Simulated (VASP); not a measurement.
# Cd (Im-3m) in VASP: further runs, part 2 of 2

VASP 6.6.1. Earlier steps stand in the parts before.

## Step 3: Single point, revPBE (volume scaled by 0.88)

Input file INCAR:

```
SYSTEM = Cd
PREC = Accurate
ENCUT = 520
EDIFF = 1E-7
ISMEAR = -1
SIGMA = 0.1
LREAL = .False.
LASPH = .True.
NELM = 80
ALGO = Normal
ISIF = 2
LWAVE = .False.
LCHARG = .True.
GGA = RE
LELF = .True.
LVHAR = .True.
NBANDS = 12
```

Input file KPOINTS:

```
regular mesh
0
Gamma
  14 14 14
  0 0 0
```

Input file POSCAR:

```
Cd
1.0
   -1.7531775332      1.7531775332      1.7531775332
    1.7531775332     -1.7531775332      1.7531775332
    1.7531775332      1.7531775332     -1.7531775332
Cd
1
Direct
    0.0000000000      0.0000000000      0.0000000000
```

Potentials or basis: VASP PAW PBE potentials, release 64 (Cd).

Launch:

```
$ cat potpaw_PBE.64/Cd/POTCAR > POTCAR
$ mpirun -np 1 vasp_std > vasp.out
```

OUTCAR:

```text
SYSTEM = Cd
   PREC = Accurate
   ENCUT = 520
   EDIFF = 1E-7
   ISMEAR = -1
   LREAL = .False.
   LASPH = .True.
   NELM = 80
   ISIF = 2
   GGA = RE

 ion  position               nearest neighbor table
   1  0.000  0.000  0.000-

  LATTYP: Found a body centered cubic cell.
 ALAT       =     3.5063550664

  Lattice vectors:

 A1 = (  -1.7531775332,   1.7531775332,   1.7531775332)
 A2 = (   1.7531775332,  -1.7531775332,   1.7531775332)
 A3 = (   1.7531775332,   1.7531775332,  -1.7531775332)

Analysis of symmetry for initial positions (statically):
=====================================================================
 Subroutine PRICEL returns:
 Original cell was already a primitive cell.

 Routine SETGRP: Setting up the symmetry group for a
 body centered cubic supercell.

 Subroutine GETGRP returns: Found 48 space group operations
 (whereof 48 operations were pure point group operations)
 out of a pool of 48 trial point group operations.

The static configuration has the point symmetry O_h .

Analysis of symmetry for dynamics (positions and initial velocities):
=====================================================================
 Subroutine PRICEL returns:
 Original cell was already a primitive cell.

 Routine SETGRP: Setting up the symmetry group for a
 body centered cubic supercell.

 Subroutine GETGRP returns: Found 48 space group operations
 (whereof 48 operations were pure point group operations)
 out of a pool of 48 trial point group operations.

The dynamic configuration has the point symmetry O_h .

 Subroutine INISYM returns: Found 48 space group operations
 (whereof 48 operations are pure point group operations),
 and found     1 'primitive' translations

----------------------------------------------------------------------------------------

                                     Primitive cell

  volume of cell :      21.5545

  direct lattice vectors                    reciprocal lattice vectors
    -1.753177533  1.753177533  1.753177533     0.000000000  0.285196445  0.285196445
     1.753177533 -1.753177533  1.753177533     0.285196445  0.000000000  0.285196445
     1.753177533  1.753177533 -1.753177533     0.285196445  0.285196445  0.000000000

  length of vectors
     3.036592562  3.036592562  3.036592562     0.403328681  0.403328681  0.403328681

  position of ions in fractional coordinates (direct lattice)
     0.000000000  0.000000000  0.000000000

  ion indices of the primitive-cell ions
   primitive index   ion index
                 1           1

----------------------------------------------------------------------------------------

 KPOINTS: regular mesh

Automatic generation of k-mesh.
 Grid dimensions read from file:
 generate k-points for:   14   14   14

 Generating k-lattice:

  Cartesian coordinates                     Fractional coordinates (reciprocal lattice)
     0.000000000  0.020371175  0.020371175     0.071428571  0.000000000  0.000000000
     0.020371175  0.000000000  0.020371175     0.000000000  0.071428571  0.000000000
     0.020371175  0.020371175  0.000000000     0.000000000  0.000000000  0.071428571

  Length of vectors
     0.028809191  0.028809191  0.028809191

  Shift w.r.t. Gamma in fractional coordinates (k-lattice)
     0.000000000  0.000000000  0.000000000

 Subroutine IBZKPT returns following result:
 ===========================================

 Found    104 irreducible k-points:

 Following reciprocal coordinates:
            Coordinates               Weight
  0.000000  0.000000  0.000000      1.000000
  0.071429  0.000000  0.000000     12.000000
  0.142857  0.000000  0.000000     12.000000
  0.214286  0.000000  0.000000     12.000000
  0.285714  0.000000  0.000000     12.000000
  0.357143  0.000000  0.000000     12.000000
[... 16 lines left out ...]
  0.285714  0.285714  0.000000     24.000000
  0.357143  0.285714  0.000000     24.000000
 [... further k-points ...]
   k-points           NKPTS =    104   k-points in BZ     NKDIM =    104   number of bands    NBANDS=     12
   number of dos      NEDOS =    301   number of ions     NIONS =      1
   total plane-waves  NPLWV =  13824
   dimension x,y,z NGX =    24 NGY =   24 NGZ =   24
   dimension x,y,z NGXF=    48 NGYF=   48 NGZF=   48
   ions per type =               1
   NGX,Y,Z   is equivalent  to a cutoff of  13.14, 13.14, 13.14 a.u.
   NGXF,Y,Z  is equivalent  to a cutoff of  26.28, 26.28, 26.28 a.u.
 SYSTEM =  Cd
   PREC   = accura    normal or accurate (medium, high low for compatibility)
   ISTART =      0    job   : 0-new  1-cont  2-samecut
   ICHARG =      2    charge: 1-file 2-atom 10-const
   ISPIN  =      1    spin polarized calculation?
   LNONCOLLINEAR =      F non collinear calculations
   LSORBIT =      F    spin-orbit coupling
   LASPH  =      T    aspherical Exc in radial PAW
   ENCUT  =  520.0 eV  38.22 Ry    6.18 a.u.   5.65  5.65  5.65*2*pi/ulx,y,z
   NELM   =     80;   NELMIN=  2; NELMDL= -5     # of ELM steps
   EDIFF  = 0.1E-06   stopping-criterion for ELM
   LREAL  =      F    real-space projection
   EDIFFG = 0.1E-05   stopping-criterion for IOM
   NSW    =      0    number of steps for IOM
   IBRION =     -1    ionic relax: 0-MD 1-quasi-New 2-CG
   NFREE  =      0    steps in history (QN), initial steepest desc. (CG)
   ISIF   =      2    stress and relaxation
   ISYM   =      2    0-nonsym 1-usesym 2-fastsym
   POTIM  = 0.5000    time-step for ionic-motion
   TEBEG  =    0.0;   TEEND  =   0.0 temperature during run
   PSTRESS=    0.0 pullay stress
   NELECT =      12.0000    total number of electrons
   NUPDOWN=      -1.0000    fix difference up-down
   EMIN   =  10.00;   EMAX   =-10.00  energy-range for DOS
   EFERMI =   0.00;   METHOD = LEGACY
   ISMEAR =    -1;   SIGMA  =   0.10  broadening in eV -4-tet -1-fermi 0-gaus
   EFERMI_NEDOS =   21; number of points for ismear=-14 and -15
   IALGO  =     38    algorithm
   IMIX   =      4    mixing-type and parameters
     AMIX     =   0.40;   BMIX     =  1.00
     AMIX_MAG =   1.60;   BMIX_MAG =  1.00
  volume/ion in A,a.u.               =      21.55       145.46
  Fermi-wavevector in a.u.,A,eV,Ry     =   1.346757  2.545002 24.677640  1.813755
  Thomas-Fermi vector in A             =   2.474563
   LORBIT       =      0    0 simple, 1 ext, 2 COOP (PROOUT), +10 PAW based schemes
   GGA     = RE    functional components
   LHFCALC =     F    Hartree Fock is set to
   AEXX    =    0.0000 exact exchange contribution
   IVDW    =     0    specifies the selected vdW correction
   LEPSILON=     F    determine dielectric tensor
   LRPA    =     F    only Hartree local field effects (RPA)
 non-spin polarized calculation
  energy-cutoff  :      520.00
  volume of cell :       21.55
 maximum number of plane-waves:       603
   NGX = 11   NGY = 11   NGZ = 11

 number of electron      11.9999993 magnetization

 Free energy of the ion-electron system (eV)
  ---------------------------------------------------
  ext. energy  EPLUGINS =         0.00000000
  ---------------------------------------------------
  free energy    TOTEN  =        -0.32859038 eV

  energy without entropy =       -0.31494381  energy(sigma->0) =       -0.32176709

 E-fermi :   3.1393     XC(G=0): -10.9657

 val. band max:        3.1381894873   @ k =  -0.4286   0.5000   0.0714
 cond. band min:       3.2432697332   @ k =  -0.4286  -0.4286   0.1429
 fundamental gap:      0.1050802459
 Fermi energy:         3.1392693459

 k-point     1 :       0.0000    0.0000    0.0000
  band No.  band energies     occupation
      1      -6.2468      2.00000
      2      -6.2468      2.00000
      3      -6.2468      2.00000
      4      -5.8270      2.00000
      5      -5.5831      2.00000
      6      -5.5831      2.00000
      7      18.6692      0.00000
      8      18.6692      0.00000
      9      18.6692      0.00000
     10      19.7761      0.00000
     11      19.7761      0.00000
     12      19.7761      0.00000

 k-point     2 :       0.0714    0.0000    0.0000
  band No.  band energies     occupation
      1      -6.2640      2.00000
      2      -6.2434      2.00000
      3      -6.1971      2.00000
      4      -5.6900      2.00000
      5      -5.5946      2.00000
      6      -5.5824      2.00000
      7      17.2834      0.00000
      8      18.2563      0.00000
      9      18.4917      0.00000
     10      18.8956      0.00000
     11      19.0387      0.00000
     12      19.4032      0.00000
[... 316 lines left out ...]
 k-point    24 :       0.3571    0.2857    0.0000
  band No.  band energies     occupation
      1      -6.5514      2.00000
      2      -6.1514      2.00000
      3      -5.9419      2.00000
      4      -5.5651      2.00000
      5      -5.4733      2.00000
      6       3.2837      0.38190
      7       3.3484      0.21996
      8       5.2865      0.00000
      9      12.5456      0.00000
     10      19.8503      0.00000
     11      20.9853      0.00000
     12      23.2774      0.00000

 [... further k-points ...]
[... 5 lines left out ...]
  --------------------------------------------------------------------------------------
  -------------------------------------------------------------------------------------
  Total        0.8133860      0.8133860      0.8133860      0.0000000     -0.0000000      0.0000000
  in kB       60.4602004     60.4602004     60.4602004      0.0000000     -0.0000000      0.0000000
  external PRESSURE =      60.4602004 kB  Pullay stress =       0.0000000 kB

 VOLUME and BASIS-vectors are now :
 -----------------------------------------------------------------------------
  energy-cutoff  :      520.00
  volume of cell :       21.55
      direct lattice vectors                 reciprocal lattice vectors
    -1.753177533  1.753177533  1.753177533     0.000000000  0.285196445  0.285196445
     1.753177533 -1.753177533  1.753177533     0.285196445  0.000000000  0.285196445
     1.753177533  1.753177533 -1.753177533     0.285196445  0.285196445  0.000000000

 POSITION                                       TOTAL-FORCE (eV/Angst)
 -----------------------------------------------------------------------------------
      0.00000      0.00000      0.00000         0.000000      0.000000      0.000000
 -----------------------------------------------------------------------------------
    total drift:                               -0.000000      0.000000      0.000000

  FREE ENERGIE OF THE ION-ELECTRON SYSTEM (eV)
  ---------------------------------------------------
  free  energy   TOTEN  =        -0.3285903802 eV

  energy  without entropy=       -0.3149438097  energy(sigma->0) =       -0.32176709
```

OSZICAR:

```text
N       E                     dE             d eps       ncg     rms          rms(c)
DAV:   1     0.703759787451E+02    0.70376E+02   -0.70462E+03  2672   0.999E+02
DAV:   2     0.953561223397E+00   -0.69422E+02   -0.66247E+02  2752   0.238E+02
DAV:   3    -0.358242948439E+00   -0.13118E+01   -0.13112E+01  2916   0.362E+01
DAV:   4    -0.359868029477E+00   -0.16251E-02   -0.16251E-02  2764   0.127E+00
DAV:   5    -0.359871691133E+00   -0.36617E-05   -0.36615E-05  2828   0.599E-02    0.341E+00
DAV:   6    -0.328121269681E+00    0.31750E-01   -0.92856E-02  2848   0.389E+00    0.264E+00
DAV:   7    -0.327927219194E+00    0.19405E-03   -0.11626E-02  2776   0.116E+00    0.118E+00
DAV:   8    -0.328536345565E+00   -0.60913E-03   -0.15785E-03  2600   0.533E-01    0.612E-02
DAV:   9    -0.328584555996E+00   -0.48210E-04   -0.25046E-05  2916   0.519E-02    0.126E-02
DAV:  10    -0.328590591988E+00   -0.60360E-05   -0.54167E-06  2584   0.249E-02    0.160E-03
DAV:  11    -0.328590441587E+00    0.15040E-06   -0.26810E-08  1948   0.181E-03    0.104E-03
DAV:  12    -0.328590380203E+00    0.61383E-07   -0.69835E-09  1336   0.106E-03
   1 F= -.32859038E+00 E0= -.32176709E+00  d E =-.136466E-01
```

Wall time 14 s (1 thread of AMD EPYC 9R14 (Zen 4), shared host); peak memory 0.12 GiB.

What came out:

```
Free energy            : -0.3286 eV
Pressure               : 6.0 GPa
Band gap on the k mesh : zero (band 6 reaches 6.59 eV, above the bottom of band 7 at 2.25 eV)
```

Levels at points of the mesh, in eV from the Fermi level:
```
           k point  band 4  band 5  band 6  band 7  band 8  band 9
(0.00, 0.00, 0.00)   -8.97   -8.72   -8.72   15.53   15.53   15.53
(0.50, 0.00, 0.00)   -8.69   -8.27   -2.22   -0.89    9.52   10.08
(0.50, 0.50, 0.50)   -8.38   -8.38    3.45    3.45    3.45    6.01
```

Caveat: the PAW data sets were made with another functional, which shifts forces and pressure a little.
